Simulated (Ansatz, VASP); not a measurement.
**Two plane-wave programs on SbS**

```
Sb S
1.0
     0.00000    2.84582    2.84582
     2.84582    0.00000    2.84582
     2.84582    2.84582    0.00000
Sb S
1 1
Direct
  0.50000 0.50000 0.50000
  0.00000 0.00000 0.00000
```

Alike in both runs: functional PBEsol; k mesh 12 × 12 × 12; occupations gaussian, width 0.1 eV; no spin polarisation.

Ansatz relaxed the structure, and its values are those at the end. VASP's run is a single point on that final structure, the one shown.

|  | VASP | Ansatz |
| --- | --- | --- |
| version | VASP 6.6.1 | Ansatz 0.2.0 |
| potentials or method | VASP PAW PBE potentials, release 64 (Sb, S), cutoff 520 eV | scalar-relativistic, plane waves, PAW |
| valence electrons in the cell | 11 | 21 |

```tsv
	VASP	Ansatz	Ansatz less VASP
gap on the k mesh at the Fermi level (eV)	none	none	-
pressure (GPa)	-0.1	0.0	+0.06
```

VASP's potentials were made for PBE, not for PBEsol. A gap of «none» marks a metal or a gap that the smearing closes. The functional is the same, so the differences come from potentials, cutoffs and numerics. VASP's potentials hold 11 valence electrons a cell and Ansatz's 21, so a difference there can come from the potentials and not from the codes.

Spin-orbit coupling is off throughout.
